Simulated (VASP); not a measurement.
# Ti3C2 (P6_3/mmc) in VASP: a series of runs, part 2 of 2

VASP 6.6.1. Earlier steps stand in the parts before.

## 3. Single point, LDA

This run uses another cell than the first one, of 11.79 Å³/atom.

The input, INCAR:

```
PREC     = Accurate       # precision mode
ENCUT    = 520            # plane-wave cutoff, eV
EDIFF    = 1E-6           # SCF threshold, eV
ISMEAR   = -1             # smearing method
SIGMA    = 0.3            # smearing width, eV
LREAL    = False          # projectors in reciprocal space
LASPH    = True           # aspherical terms in the spheres
NELM     = 80             # most SCF steps
ALGO     = Normal         # electronic algorithm
ISIF     = 2              # what is computed and relaxed
LWAVE    = False          # write WAVECAR
LCHARG   = False          # write CHGCAR
NBANDS   = 55             # bands
```

The input, KPOINTS:

```
Automatic mesh
0
Gamma
  8 8 2
```

The input, POSCAR:

```
Ti3C2
1.0
    3.0262666599     -0.0000002849      0.0000000000
   -1.5131330832      2.6208239485      0.0000000000
    0.0000000000      0.0000000000     14.8599236768
Ti C
6 4
Direct
    0.3333333333      0.6666666667      0.8430000216
    0.6666666667      0.3333333333      0.3430000216
    0.6666666667      0.3333333333      0.1569999784
    0.3333333333      0.6666666667      0.6569999784
    0.0000000000      0.0000000000      0.0000000000
    0.0000000000      0.0000000000      0.5000000000
    0.6666666667      0.3333333333      0.9140069030
    0.3333333333      0.6666666667      0.4140069030
    0.6666666667      0.3333333333      0.5859930970
    0.3333333333      0.6666666667      0.0859930970
```

Potentials or basis: VASP PAW LDA potentials, release 64 (Ti_sv, C).

Started as:

```console
> cat potpaw_LDA.64/Ti_sv/POTCAR potpaw_LDA.64/C/POTCAR > POTCAR
> mpirun -np 1 vasp_std > vasp.out
```

OUTCAR:

```text
PREC = Accurate
   ENCUT = 520
   EDIFF = 1E-6
   ISMEAR = -1
   LREAL = False
   LASPH = True
   NELM = 80
   ISIF = 2

 ion  position               nearest neighbor table
   1  0.333  0.667  0.843-   7 2.04   7 2.04   7 2.04   4 2.76   5 2.91   5 2.91   5 2.91
   2  0.667  0.333  0.343-   8 2.04   8 2.04   8 2.04   3 2.76   6 2.91   6 2.91   6 2.91
   3  0.667  0.333  0.157-  10 2.04  10 2.04  10 2.04   2 2.76   5 2.91   5 2.91   5 2.91
   4  0.333  0.667  0.657-   9 2.04   9 2.04   9 2.04   1 2.76   6 2.91   6 2.91   6 2.91
   5  0.000  0.000  0.000-   7 2.16  10 2.16  10 2.16   7 2.16   7 2.16  10 2.16   1 2.91   3 2.91
                             1 2.91   3 2.91   1 2.91   3 2.91
   6  0.000  0.000  0.500-   8 2.16   9 2.16   8 2.16   9 2.16   9 2.16   8 2.16   2 2.91   4 2.91
                             4 2.91   2 2.91   4 2.91   2 2.91
   7  0.667  0.333  0.914-   1 2.04   1 2.04   1 2.04   5 2.16   5 2.16   5 2.16
   8  0.333  0.667  0.414-   2 2.04   2 2.04   2 2.04   6 2.16   6 2.16   6 2.16
   9  0.667  0.333  0.586-   4 2.04   4 2.04   4 2.04   6 2.16   6 2.16   6 2.16
  10  0.333  0.667  0.086-   3 2.04   3 2.04   3 2.04   5 2.16   5 2.16   5 2.16

  LATTYP: Found a hexagonal cell.
 ALAT       =     3.0262666599
 C/A-ratio  =     4.9103153644

[... 1357 lines left out ...]
     54      11.6158      0.00015
     55      11.8510      0.00007

------------------------ aborting loop because EDIFF is reached ----------------------------------------

  FORCE on cell =-STRESS in cart. coord.  units (eV):
  Direction    XX          YY          ZZ          XY          YZ          ZX
  --------------------------------------------------------------------------------------
  -------------------------------------------------------------------------------------
  Total        0.1777419      0.1777419      0.1965384      0.0000000     -0.0000000      0.0000000
  in kB        2.4162336      2.4162336      2.6717530      0.0000000     -0.0000000      0.0000000
  external PRESSURE =       2.5014067 kB  Pullay stress =       0.0000000 kB

 VOLUME and BASIS-vectors are now :
 -----------------------------------------------------------------------------
  energy-cutoff  :      520.00
  volume of cell :      117.86
      direct lattice vectors                 reciprocal lattice vectors
     3.026266660 -0.000000285  0.000000000     0.330440165  0.190779677  0.000000000
    -1.513133083  2.620823949  0.000000000     0.000000036  0.381559416  0.000000000
     0.000000000  0.000000000 14.859923677     0.000000000  0.000000000  0.067295097

 POSITION                                       TOTAL-FORCE (eV/Angst)
 -----------------------------------------------------------------------------------
      0.00000      1.74722     12.52692        -0.000000      0.000000     -0.022833
      1.51313      0.87361      5.09695         0.000000     -0.000000     -0.022833
      1.51313      0.87361      2.33301         0.000000     -0.000000      0.022833
      0.00000      1.74722      9.76297        -0.000000      0.000000      0.022833
      0.00000      0.00000      0.00000         0.000000     -0.000000     -0.000000
      0.00000      0.00000      7.42996         0.000000     -0.000000     -0.000000
      1.51313      0.87361     13.58207         0.000000     -0.000000     -0.001734
      0.00000      1.74722      6.15211         0.000000      0.000000     -0.001734
      1.51313      0.87361      8.70781        -0.000000     -0.000000      0.001734
      0.00000      1.74722      1.27785         0.000000     -0.000000      0.001734
 -----------------------------------------------------------------------------------
    total drift:                               -0.000000      0.000000     -0.000000

  FREE ENERGIE OF THE ION-ELECTRON SYSTEM (eV)
  ---------------------------------------------------
  free  energy   TOTEN  =      -100.1517488025 eV

  energy  without entropy=      -98.7651003644  energy(sigma->0) =      -99.45842458
```

stdout:

```text
POSCAR found type information on POSCAR TiC
 POSCAR found :  2 types and      10 ions
 scaLAPACK will be used
 LDA part: xc-table for (Slater(with rela. corr.)+CA(PZ))
 , standard interpolation
 POSCAR, INCAR and KPOINTS ok, starting setup
 FFT: planning ... GRIDC
 FFT: planning ... GRID_SOFT
 FFT: planning ... GRID
 WAVECAR not read
 entering main loop
```

Run time: 90 s. Hardware: 1 thread of Intel Xeon 6975P-C (Granite Rapids), shared host; peak memory 0.24 GiB.

What came out:

```yaml
Free_energy: -100.1517 eV
Pressure: 0.3 GPa
Largest_force: 0.023 eV/Å
Band_gap_on_the_k_mesh: zero (bands 44 and 45 overlap by 0.34 eV)
```

Forces on the atoms (eV/Å):
```
Ti   0.000  0.000 -0.023
Ti   0.000  0.000 -0.023
Ti   0.000  0.000  0.023
Ti   0.000  0.000  0.023
Ti   0.000  0.000  0.000
Ti   0.000  0.000  0.000
C    0.000  0.000 -0.002
C    0.000  0.000 -0.002
C    0.000  0.000  0.002
C    0.000  0.000  0.002
```

Caveat: so wide a smearing shifts energies and pressures.

## 4. Single point, LDA

This run uses another cell than the first one, of 11.95 Å³/atom.

The input, INCAR:

```
PREC = Accurate
ENCUT = 520
EDIFF = 1E-7
ISMEAR = -1
SIGMA = 0.3
LREAL = False
LASPH = True
NELM = 100
ALGO = Normal
ISIF = 2
LWAVE = False
LCHARG = False
NBANDS = 55
```

The input, KPOINTS:

```
regular mesh
0
Gamma
  8 8 2
```

The input, POSCAR:

```
Ti3C2
1.0
    3.0382436755     -0.0000002860      0.0000000000
   -1.5191215901      2.6311963489      0.0000000000
    0.0000000000      0.0000000000     14.9500720444
Ti C
6 4
Direct
    0.3333333333      0.6666666667      0.8438884176
    0.6666666667      0.3333333333      0.3438884176
    0.6666666667      0.3333333333      0.1561115824
    0.3333333333      0.6666666667      0.6561115824
    0.0000000000      0.0000000000      0.0000000000
    0.0000000000      0.0000000000      0.5000000000
    0.6666666667      0.3333333333      0.9142780028
    0.3333333333      0.6666666667      0.4142780028
    0.6666666667      0.3333333333      0.5857219972
    0.3333333333      0.6666666667      0.0857219972
```

Started as:

```console
> cat potpaw_LDA.64/Ti_sv/POTCAR potpaw_LDA.64/C/POTCAR > POTCAR
> mpirun -np 1 vasp_std > vasp.out
```

Wall time 1.7 min (1 thread of Intel Xeon 6975P-C (Granite Rapids), shared host); peak memory 0.25 GiB.

It converged, with:

```
Free energy            : -100.1434 eV
Pressure               : -1.8 GPa
Largest force          : 0.024 eV/Å
Band gap on the k mesh : zero (bands 44 and 45 overlap by 0.35 eV)
```

Forces on the atoms (eV/Å):
```
Ti   0.000  0.000 -0.024
Ti   0.000  0.000 -0.024
Ti   0.000  0.000  0.024
Ti   0.000  0.000  0.024
Ti   0.000  0.000  0.000
Ti   0.000  0.000  0.000
C    0.000  0.000  0.001
C    0.000  0.000  0.001
C    0.000  0.000 -0.001
C    0.000  0.000 -0.001
```

Levels at points of the mesh, in eV from the Fermi level:
```csv
k point,band 40,band 41,band 42,band 43,band 44,band 45,band 46,band 47,band 48,band 49
"(0.00, 0.00, 0.00)",-1.66,-1.66,-1.52,0.37,0.49,0.49,0.63,0.63,0.66,1.45
"(0.50, 0.00, 0.00)",-1.84,-1.70,-1.61,-0.95,-0.94,0.51,0.80,2.07,2.27,2.37
"(0.00, 0.00, 0.50)",-1.70,-1.65,-1.65,0.51,0.51,0.55,0.55,0.55,0.55,1.58
"(0.50, 0.00, 0.50)",-1.77,-1.73,-1.73,-0.94,-0.94,0.65,0.65,2.22,2.22,2.46
```

Caveat: so wide a smearing shifts energies and pressures.

## 5. Summary

```tsv
cell	gap on the mesh (eV)	pressure (GPa)	largest force (eV/Å)
a = 3.015, b = 3.015, c = 14.778 Å, angles 90.0, 90.0, 120.0°, 10 atoms, atomic positions A	none	2.2	0.03
a = 3.026, b = 3.026, c = 14.860 Å, angles 90.0, 90.0, 120.0°, 10 atoms, atomic positions B	none	0.3	0.02
a = 3.038, b = 3.038, c = 14.950 Å, angles 90.0, 90.0, 120.0°, 10 atoms, atomic positions C	none	-1.8	0.02
```

Alike in all rows: task single point; level LDA; potentials or basis VASP PAW LDA potentials, release 64 (Ti_sv, C); no spin polarisation; k mesh 8 × 8 × 2; cutoff (eV) 520; smearing fermi-dirac 0.3 eV.

Caveats: so wide a smearing shifts energies and pressures.

Absolute energies hang on the potentials; compare differences alone.
